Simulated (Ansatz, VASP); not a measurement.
## Ag: VASP beside Ansatz

Contents of INCAR:

```
SYSTEM = Ag
PREC     = Accurate       ! precision mode
ENCUT    = 600            ! plane-wave cutoff, eV
EDIFF    = 1E-6           ! SCF threshold, eV
ISMEAR   = 0              ! smearing method
SIGMA    = 0.1            ! smearing width, eV
LREAL    = .False.        ! projectors in reciprocal space
LASPH    = .True.         ! aspherical terms in the spheres
NELM     = 60             ! most SCF steps
ALGO     = Normal         ! electronic algorithm
ISIF     = 3              ! what is computed and relaxed
LWAVE    = .False.        ! write WAVECAR
LCHARG   = .False.        ! write CHGCAR
GGA      = CA             ! functional
IBRION   = 2              ! ionic algorithm
NSW      = 70             ! ionic steps
EDIFFG   = -0.005         ! ionic threshold
```

KPOINTS

```
Automatic mesh
0
Gamma
  18 18 18
  0 0 0
```

File POSCAR:

```
Ag
1.0
    0.0000000000      2.0735892917      2.0735892917
    2.0735892917      0.0000000000      2.0735892917
    2.0735892917      2.0735892917      0.0000000000
Ag
1
Direct
    0.0000000000      0.0000000000      0.0000000000
```

Input for Ansatz:

```yaml
crystal:
  lattice:
    - [0.0, 2.0735892917, 2.0735892917]
    - [2.0735892917, 0.0, 2.0735892917]
    - [2.0735892917, 2.0735892917, 0.0]
  atoms:
    - { symbol: Ag, position: [0.0, 0.0, 0.0] }
basis:
  ecutwfc: 420
kpoints:
  mp_grid: { grid: [18, 18, 18] }
hamiltonian:
  xc: lda
scf:
  occupations: { method: gaussian, width: 0.1 }
output:
  forces: true
  stress: true
  eigenvalues: true
relax:
  adjacent_minimum: "off"
  f_tol: 0.005
  max_steps: 50
  cell: { stress_tol: 0.05 }
```

Alike in both runs: task relaxation of cell and atoms; functional LDA; k mesh 18 × 18 × 18; occupations gaussian, width 0.1 eV; no spin polarisation.

|  | VASP | Ansatz |
| --- | --- | --- |
| version | VASP 6.6.1 | Ansatz 0.2.0 |
| potentials or method | VASP PAW LDA potentials, release 64 (Ag), cutoff 600 eV | scalar-relativistic, plane waves, PAW |
| valence electrons in the cell | 11 | 19 |

VASP gave:

- gap on the k mesh at the Fermi level, each at its own relaxed structure (eV): none
- relaxed volume (Å³/atom): 16.04
- relaxed cell length with the largest relative difference (Å): 2.831

Question: Which values does Ansatz return?

Answer: gap on the k mesh at the Fermi level, each at its own relaxed structure (eV): none; relaxed volume (Å³/atom): 16.03; relaxed cell length with the largest relative difference (Å): 2.830.

LDA's correlation is that of Perdew and Zunger in VASP and of Perdew and Wang (1992) in Ansatz. A gap of «none» marks a metal or a gap that the smearing closes. VASP's potentials hold 11 valence electrons a cell and Ansatz's 19, so a difference there can come from the potentials and not from the codes.
